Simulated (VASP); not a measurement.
Input of a VASP 6.6.1 run:

Contents of INCAR:

```
SYSTEM = LiSi16
PREC = Accurate
ENCUT = 520
EDIFF = 1E-7
ISMEAR = 0
SIGMA = 0.02
LREAL = Auto
LASPH = .True.
NELM = 100
ALGO = Normal
ISIF = 2
LWAVE = .False.
LCHARG = .True.
GGA = PE
LELF = .True.
LVHAR = .True.
NELECT = 66.0
NBANDS = 48
```

KPOINTS

```
regular mesh
0
Gamma
  2 2 2
  0 0 0
```

File POSCAR:

```
LiSi16
1.0
    0.0000000000      5.4300000000      5.4300000000
    5.4300000000      0.0000000000      5.4300000000
    5.4300000000      5.4300000000      0.0000000000
Si Li
16 1
Direct
   -0.0017465009      0.0072746777     -0.0042280847
    0.1204337937      0.1248809392      0.1294312155
   -0.0109570902      0.0037412523      0.5030441989
    0.1197109576      0.1409203499      0.6191347145
   -0.0017480663      0.4983274401     -0.0042097606
    0.1319935543      0.6320653775      0.1035200737
    0.0085465930      0.5086357274      0.4737615101
    0.1197089319      0.6198015654      0.6191525783
    0.4931898711     -0.0067292818      0.0198780847
    0.6248036832      0.1248801105      0.1294090239
    0.5036524862      0.0037449355      0.5030163904
    0.6171803867      0.1172800184      0.6478045120
    0.5072029466      0.4983298343     -0.0042335175
    0.6248044199      0.6205149171      0.1294265193
    0.5036494475      0.4891398711      0.5030382136
    0.6408321363      0.6198039595      0.6191293738
    0.2785493554      0.7786406998      0.6637414365
```

Potentials or basis: VASP PAW PBE potentials, release 64 (Si, Li_sv).

Command:

```bash
$ cat potpaw_PBE.64/Si/POTCAR potpaw_PBE.64/Li_sv/POTCAR > POTCAR
$ mpirun -np 1 vasp_std > vasp.out
```

(1) Estimate the largest force.

## Answers

(1) 0.754 eV/Å.

Caveat: the k points lie up to 0.50 Å⁻¹ apart; the cell carries a net charge on a neutralising background, which shifts energy and pressure.
